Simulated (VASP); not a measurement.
Here is a VASP 6.6.1 calculation.

Contents of INCAR:

```
ALGO     = Normal         # electronic algorithm
EDIFF    = 1E-6           # SCF threshold, eV
ENCUT    = 520            # plane-wave cutoff, eV
GGA      = PE             # functional
ISIF     = 2              # what is computed and relaxed
ISMEAR   = 0              # smearing method
LASPH    = T              # aspherical terms in the spheres
LCHARG   = T              # write CHGCAR
LELF     = T              # ELF
LREAL    = F              # projectors in reciprocal space
LVHAR    = T            
LWAVE    = F              # write WAVECAR
NBANDS   = 11             # bands
NELM     = 100            # most SCF steps
PREC     = Accurate       # precision mode
SIGMA    = 0.05           # smearing width, eV
```

Contents of KPOINTS:

```
k-points
0
Gamma
  12 12 12
```

File POSCAR:

```
BN
1.0
    0.0000000000      1.6679609200      1.8855210400
    1.6679609200      0.0000000000      1.8855210400
    1.6679609200      1.6679609200      0.0000000000
B N
1 1
Direct
    0.0000000000      0.0000000000      0.0000000000
    0.7500000000      0.7500000000      0.7500000000
```

Potentials or basis: VASP PAW PBE potentials, release 64 (B, N).

Run with:

```sh
$ cat potpaw_PBE.64/B/POTCAR potpaw_PBE.64/N/POTCAR > POTCAR
$ mpirun -np 1 vasp_std > vasp.out
```

Estimate the pressure.

59.6 GPa.

What does it give for the band gap on the k mesh?

3.34 eV, indirect (least direct gap 8.48 eV).

Stress tensor (GPa, compression positive):
```
92.74  0.00  0.00
 0.00 92.74  0.00
 0.00  0.00 -6.79
```

Caveat: the cell differs from its parent crystal (strain -0.080 along x and y, +0.040 along z). A k mesh can miss the band edges.
